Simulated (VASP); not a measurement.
# MgS (P1) in VASP: notebook

Runs on MgS. Level: PBE-based screened hybrid. Tasks: single point.

All numbers are computed with VASP 6.6.1; they aren't measurements. Logs are shortened: lines on timing, memory, paths and dates and some standing lists are left out, and cuts for length are marked.

**1. The cell of the first run**

The typed cell holds 2 atoms: a = 3.698 Å, b = 4.001 Å, c = 4.358 Å, α = 52.95°, β = 65.39°, γ = 58.75°.

**2. Single point, PBE-based screened hybrid**

File POSCAR:

```
MgS
1.0
    0.0667560700      2.5184650300      2.7068920500
    3.0521833800      0.1936562600      2.5799918600
    3.3922924900      2.7316739500     -0.1464528500
Mg S
1 1
Direct
    0.9960441600      0.0048933100      0.0057007100
    0.7539558400      0.7451066900      0.7442992900
```

File INCAR.step1:

```
ALGO     = Normal         # electronic algorithm
EDIFF    = 1E-5           # SCF threshold, eV
ENCUT    = 520            # plane-wave cutoff, eV
GGA      = PE             # functional
ISIF     = 2              # what is computed and relaxed
ISMEAR   = -1             # smearing method
LASPH    = T              # aspherical terms in the spheres
LCHARG   = F              # write CHGCAR
LREAL    = F              # projectors in reciprocal space
LWAVE    = T              # write WAVECAR
NBANDS   = 11             # bands
NELM     = 80             # most SCF steps
PREC     = Accurate       # precision mode
SIGMA    = 0.05           # smearing width, eV
```

File INCAR.step2:

```
AEXX     = 0.25           # exact-exchange fraction
ALGO     = Normal         # electronic algorithm
EDIFF    = 1E-7           # SCF threshold, eV
ENCUT    = 520            # plane-wave cutoff, eV
GGA      = PE             # functional
HFSCREEN = 0.2            # screening, 1/A
ISIF     = 2              # what is computed and relaxed
ISMEAR   = -1             # smearing method
ISTART   = 1            
LASPH    = T              # aspherical terms in the spheres
LCHARG   = F              # write CHGCAR
LHFCALC  = T              # exact exchange
LREAL    = F              # projectors in reciprocal space
LWAVE    = F              # write WAVECAR
NBANDS   = 11             # bands
NELM     = 80             # most SCF steps
PREC     = Accurate       # precision mode
PRECFOCK = Normal       
SIGMA    = 0.05           # smearing width, eV
```

File KPOINTS:

```
k-points
0
Gamma
  5 5 4
```

Potentials or basis: VASP PAW PBE potentials, release 64 (Mg, S).

The run is started by

```bash
$ cat potpaw_PBE.64/Mg/POTCAR potpaw_PBE.64/S/POTCAR > POTCAR
$ cp INCAR.step1 INCAR
$ mpirun -np 1 vasp_std > vasp.out
$ cp INCAR.step2 INCAR
$ mpirun -np 1 vasp_std > vasp.out
```

OUTCAR:

```text
AEXX = 0.25
   EDIFF = 1E-7
   ENCUT = 520
   GGA = PE
   HFSCREEN = 0.2
   ISIF = 2
   ISMEAR = -1
   ISTART = 1
   LASPH = T
   LHFCALC = T
   LREAL = F
   NELM = 80
   PREC = Accurate
   PRECFOCK = Normal

 ion  position               nearest neighbor table
   1  0.996  0.005  0.006-   2 2.21   2 2.45   2 2.53   2 2.60
   2  0.754  0.745  0.744-   1 2.21   1 2.45   1 2.53   1 2.60

  LATTYP: Found a triclinic cell.
 ALAT       =     6.1157518974
 B/A-ratio  =     0.6116035524
 C/A-ratio  =     1.5641480424
 COS(alpha) =     0.0165456949
 COS(beta)  =     0.5650085832
 COS(gamma) =     0.8100279624

  Lattice vectors:

 A1 = (  -2.6453182000,   4.8628264600,  -2.5995445200)
 A2 = (   0.3401091100,   2.5380176900,  -2.7264447100)
 A3 = (  -9.3631471100,   1.9179435900,   0.4002532300)

Analysis of symmetry for initial positions (statically):
=====================================================================
 Subroutine PRICEL returns:
 Original cell was already a primitive cell.

 Routine SETGRP: Setting up the symmetry group for a
 triclinic supercell.

 Subroutine GETGRP returns: Found  1 space group operations
 (whereof  1 operations were pure point group operations)
 out of a pool of  2 trial point group operations.

The static configuration has the point symmetry C_1 .

Analysis of symmetry for dynamics (positions and initial velocities):
=====================================================================
 Subroutine PRICEL returns:
 Original cell was already a primitive cell.

 Routine SETGRP: Setting up the symmetry group for a
 triclinic supercell.

 Subroutine GETGRP returns: Found  1 space group operations
 (whereof  1 operations were pure point group operations)
 out of a pool of  2 trial point group operations.

The dynamic configuration has the point symmetry C_1 .

 Subroutine INISYM returns: Found  1 space group operations
 (whereof  1 operations are pure point group operations),
 and found     1 'primitive' translations

----------------------------------------------------------------------------------------

                                     Primitive cell

  volume of cell :      43.4859

  direct lattice vectors                    reciprocal lattice vectors
     0.066756070  2.518465030  2.706892050    -0.162720929  0.211542094  0.176623683
     3.052183380  0.193656260  2.579991860     0.178522041 -0.211387060  0.192269762
     3.392292490  2.731673950 -0.146452850     0.137364512  0.186030643 -0.176468649

  length of vectors
     3.697889540  4.001210333  4.357882438     0.320037629  0.336930660  0.290891034

  position of ions in fractional coordinates (direct lattice)
     0.996044160  0.004893310  0.005700710
     0.753955840  0.745106690  0.744299290

  ion indices of the primitive-cell ions
   primitive index   ion index
                 1           1
                 2           2

----------------------------------------------------------------------------------------

 KPOINTS: k-points

Automatic generation of k-mesh.
 Grid dimensions read from file:
 generate k-points for:    5    5    4

 Generating k-lattice:

  Cartesian coordinates                     Fractional coordinates (reciprocal lattice)
    -0.032544186  0.042308419  0.035324737     0.200000000  0.000000000 -0.000000000
     0.035704408 -0.042277412  0.038453952     0.000000000  0.200000000 -0.000000000
     0.034341128  0.046507661 -0.044117162     0.000000000  0.000000000  0.250000000

  Length of vectors
     0.064007526  0.067386132  0.072722758

  Shift w.r.t. Gamma in fractional coordinates (k-lattice)
     0.000000000  0.000000000  0.000000000

 Subroutine IBZKPT returns following result:
 ===========================================

 Found     51 irreducible k-points:

 Following reciprocal coordinates:
            Coordinates               Weight
  0.000000  0.000000  0.000000      1.000000
  0.200000 -0.000000  0.000000      2.000000
  0.400000  0.000000  0.000000      2.000000
  0.000000  0.200000 -0.000000      2.000000
  0.200000  0.200000 -0.000000      2.000000
  0.400000  0.200000  0.000000      2.000000
[... 16 lines left out ...]
 -0.200000  0.200000  0.250000      2.000000
 -0.000000  0.400000  0.250000      2.000000
 [... further k-points ...]
   k-points           NKPTS =     51   k-points in BZ     NKDIM =    100   number of bands    NBANDS=     11
   number of dos      NEDOS =    301   number of ions     NIONS =      2
   total plane-waves  NPLWV =  26880
   dimension x,y,z NGX =    28 NGY =   30 NGZ =   32
   dimension x,y,z NGXF=    56 NGYF=   60 NGZF=   64
   ions per type =               1   1
   NGX,Y,Z   is equivalent  to a cutoff of  12.59, 12.46, 12.21 a.u.
   NGXF,Y,Z  is equivalent  to a cutoff of  25.18, 24.93, 24.41 a.u.
 SYSTEM =  unknown system
   PREC   = accura    normal or accurate (medium, high low for compatibility)
   ISTART =      1    job   : 0-new  1-cont  2-samecut
   ICHARG =      0    charge: 1-file 2-atom 10-const
   ISPIN  =      1    spin polarized calculation?
   LNONCOLLINEAR =      F non collinear calculations
   LSORBIT =      F    spin-orbit coupling
   LASPH  =      T    aspherical Exc in radial PAW
   ENCUT  =  520.0 eV  38.22 Ry    6.18 a.u.   6.88  7.44  8.10*2*pi/ulx,y,z
   NELM   =     80;   NELMIN=  2; NELMDL=  0     # of ELM steps
   EDIFF  = 0.1E-06   stopping-criterion for ELM
   LREAL  =      F    real-space projection
   EDIFFG = 0.1E-05   stopping-criterion for IOM
   NSW    =      0    number of steps for IOM
   IBRION =     -1    ionic relax: 0-MD 1-quasi-New 2-CG
   NFREE  =      0    steps in history (QN), initial steepest desc. (CG)
   ISIF   =      2    stress and relaxation
   ISYM   =      3    0-nonsym 1-usesym 2-fastsym
   POTIM  = 0.5000    time-step for ionic-motion
   TEBEG  =    0.0;   TEEND  =   0.0 temperature during run
   PSTRESS=    0.0 pullay stress
   NELECT =       8.0000    total number of electrons
   NUPDOWN=      -1.0000    fix difference up-down
   EMIN   =  10.00;   EMAX   =-10.00  energy-range for DOS
   EFERMI =   0.00;   METHOD = LEGACY
   ISMEAR =    -1;   SIGMA  =   0.05  broadening in eV -4-tet -1-fermi 0-gaus
   EFERMI_NEDOS =   21; number of points for ismear=-14 and -15
   IALGO  =     38    algorithm
   IMIX   =      1    mixing-type and parameters
     AMIX     =   0.40;   BMIX     =  1.00
     AMIX_MAG =   1.60;   BMIX_MAG =  1.00
  volume/ion in A,a.u.               =      21.74       146.73
  Fermi-wavevector in a.u.,A,eV,Ry     =   0.931084  1.759494 11.795126  0.866917
  Thomas-Fermi vector in A             =   2.057540
   LORBIT       =      0    0 simple, 1 ext, 2 COOP (PROOUT), +10 PAW based schemes
   GGA     = PE    functional components
   LHFCALC =     T    Hartree Fock is set to
   PRECFOCK=normal    Normal, Fast or Accurate (Low or Medium for compatibility)
   ENCUT4O =  -1.0   cutoff for four orbital integrals eV
   NKREDX  =     1    reduce k-point grid by
   NKREDY  =     1    reduce k-point grid by
   NKREDZ  =     1    reduce k-point grid by
   AEXX    =    0.2500 exact exchange contribution
   HFSCREEN=    0.2000 screening length (either q_TF or 0.3 A-1)
   HFSCREENC=   0.2000 screening length for correlation (either q_TF or 0.3 A-1)
   ENCUTFOCK=  -1.0 apply spherical cutoff to Coloumb kernel
   IVDW    =     0    specifies the selected vdW correction
   LEPSILON=     F    determine dielectric tensor
   LRPA    =     F    only Hartree local field effects (RPA)
 non-spin polarized calculation
  energy-cutoff  :      520.00
  volume of cell :       43.49
 maximum number of plane-waves:      1188
  NGX = 24; NGY = 24; NGZ = 28

 number of electron       8.0000000 magnetization

 Free energy of the ion-electron system (eV)
  ---------------------------------------------------
  ext. energy  EPLUGINS =         0.00000000
  ---------------------------------------------------
  free energy    TOTEN  =        -9.48076775 eV

  energy without entropy =       -9.48076775  energy(sigma->0) =       -9.48076775

 E-fermi :   2.2384     XC(G=0):  -7.1551

 val. band max:        1.2017954299   @ k =  -0.0000   0.0000   0.5000
 cond. band min:       4.9775674408   @ k =   0.0000   0.0000   0.0000
 fundamental gap:      3.7757720109
 Fermi energy:         2.2384237602

 k-point     1 :       0.0000    0.0000    0.0000
  band No.  band energies     occupation
      1     -11.9321      2.00000
      2       0.2637      2.00000
      3       0.7693      2.00000
      4       1.1124      2.00000
      5       4.9776      0.00000
      6       9.0551      0.00000
      7      10.1816      0.00000
      8      11.0823      0.00000
      9      11.8724      0.00000
     10      13.6695      0.00000
     11      14.7442      0.00000

 k-point     2 :       0.2000   -0.0000    0.0000
  band No.  band energies     occupation
      1     -11.6466      2.00000
      2      -0.7537      2.00000
      3       0.2371      2.00000
      4       0.7460      2.00000
      5       6.1820      0.00000
      6       8.8478      0.00000
      7      10.2016      0.00000
      8      11.3115      0.00000
      9      11.8984      0.00000
     10      13.2013      0.00000
     11      15.6444      0.00000

 k-point     3 :       0.4000    0.0000    0.0000
  band No.  band energies     occupation
      1     -11.1030      2.00000
      2      -2.5619      2.00000
      3      -0.2488      2.00000
      4       0.8142      2.00000
      5       6.3193      0.00000
      6       9.0001      0.00000
      7      10.4555      0.00000
      8      11.2512      0.00000
      9      12.7747      0.00000
     10      14.8453      0.00000
     11      15.7726      0.00000
[... 267 lines left out ...]
 k-point    23 :      -0.2000    0.2000    0.2500
  band No.  band energies     occupation
      1     -11.1888      2.00000
      2      -2.3233      2.00000
      3      -0.2662      2.00000
      4       0.3499      2.00000
      5       7.4509      0.00000
      6       8.5093      0.00000
      7      10.1343      0.00000
      8      11.9772      0.00000
      9      13.6157      0.00000
     10      14.2426      0.00000
     11      16.5233      0.00000

 k-point    24 :      -0.0000    0.4000    0.2500
  band No.  band energies     occupation
      1     -11.1768      2.00000
      2      -2.5282      2.00000
      3      -0.0312      2.00000
      4       0.5300      2.00000
      5       6.9936      0.00000
      6       8.2669      0.00000
      7       9.3819      0.00000
      8      12.3179      0.00000
      9      13.7802      0.00000
     10      15.2705      0.00000
     11      16.6138      0.00000

 [... further k-points ...]
[... 5 lines left out ...]
  --------------------------------------------------------------------------------------
  -------------------------------------------------------------------------------------
  Total       -0.1972014      1.4364946      1.6507964     -2.3301642     -0.7710582      1.7063646
  in kB       -7.2656172     52.9256978     60.8213599    -85.8517464    -28.4085955     62.8686945
  external PRESSURE =      35.4938135 kB  Pullay stress =       0.0000000 kB

 VOLUME and BASIS-vectors are now :
 -----------------------------------------------------------------------------
  energy-cutoff  :      520.00
  volume of cell :       43.49
      direct lattice vectors                 reciprocal lattice vectors
     0.066756070  2.518465030  2.706892050    -0.162720929  0.211542094  0.176623683
     3.052183380  0.193656260  2.579991860     0.178522041 -0.211387060  0.192269762
     3.392292490  2.731673950 -0.146452850     0.137364512  0.186030643 -0.176468649

 POSITION                                       TOTAL-FORCE (eV/Angst)
 -----------------------------------------------------------------------------------
      0.10077      2.52502      2.70797        -0.992112      0.851482     -1.185660
      4.84941      4.07629      3.85424         0.992112     -0.851482      1.185660
 -----------------------------------------------------------------------------------
    total drift:                               -0.000056      0.000083      0.000052

  FREE ENERGIE OF THE ION-ELECTRON SYSTEM (eV)
  ---------------------------------------------------
  free  energy   TOTEN  =        -9.4807677494 eV

  energy  without entropy=       -9.4807677493  energy(sigma->0) =       -9.48076775
```

Wall time 15 min (1 thread of Intel Xeon Platinum 8488C (Sapphire Rapids), shared host); peak memory 0.3 GiB.

What came out:

```
Free energy            : -9.4808 eV
Pressure               : 3.5 GPa
Largest force          : 1.765 eV/Å
Band gap on the k mesh : 3.78 eV, indirect (least direct gap 3.87 eV)
```

Forces in eV/Å, atoms in the order of the input:
```
Mg  -0.992  0.851 -1.186
S    0.992 -0.851  1.186
```

Levels at points of the mesh, in eV from the valence-band top:
| k point | band 2 | band 3 | band 4 | band 5 | band 6 | band 7 |
| --- | --- | --- | --- | --- | --- | --- |
| (0.00, 0.00, 0.00) | -0.94 | -0.43 | -0.09 | 3.78 | 7.85 | 8.98 |
| (0.00, 0.00, 0.50) | -4.19 | -1.04 | 0.00 | 6.12 | 8.53 | 9.13 |

Caveat: the k points lie up to 0.46 Å⁻¹ apart; the PAW data sets were made with another functional, which shifts forces and pressure a little.

[end of part 1 of 2]
